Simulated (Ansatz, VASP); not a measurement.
Os2C3 in VASP and in Ansatz

```xyz
5
Lattice="3.2903 0.0000 0.0000 -1.6452 2.8495 0.0000 0.0000 0.0000 5.5441" Properties=species:S:1:pos:R:3 pbc="T T T"
Os    0.0000    1.8997    1.4530
Os    1.6452    0.9498    4.0911
C     0.0000    0.0000    0.0000
C     0.0000    1.8997    3.5224
C     1.6452    0.9498    2.0216
```

Alike in both runs: functional r2SCAN; k mesh 6 × 6 × 4; occupations gaussian, width 0.1 eV; no spin polarisation.

Ansatz relaxed the structure, and its values are those at the end. VASP's run is a single point on that final structure, the one shown.

|  | VASP | Ansatz |
| --- | --- | --- |
| version | VASP 6.6.1 | Ansatz 0.2.0 |
| potentials or method | VASP PAW PBE potentials, release 64 (Os_sv_GW, C), cutoff 660 eV | scalar-relativistic, plane waves, PAW |
| valence electrons in the cell | 44 | 44 |

```tsv
	VASP	Ansatz	Ansatz less VASP
gap on the k mesh at the Fermi level (eV)	none	none	-
pressure (GPa)	0.0	0.1	+0.13
rms of the force components (eV/Å)	0.020	0.016	-0.0044
```

VASP's potentials were made for PBE, not for r2SCAN. A gap of «none» marks a metal or a gap that the smearing closes.

The k mesh is coarse, so the values compare programs but aren't converged. Spin-orbit coupling is off throughout.
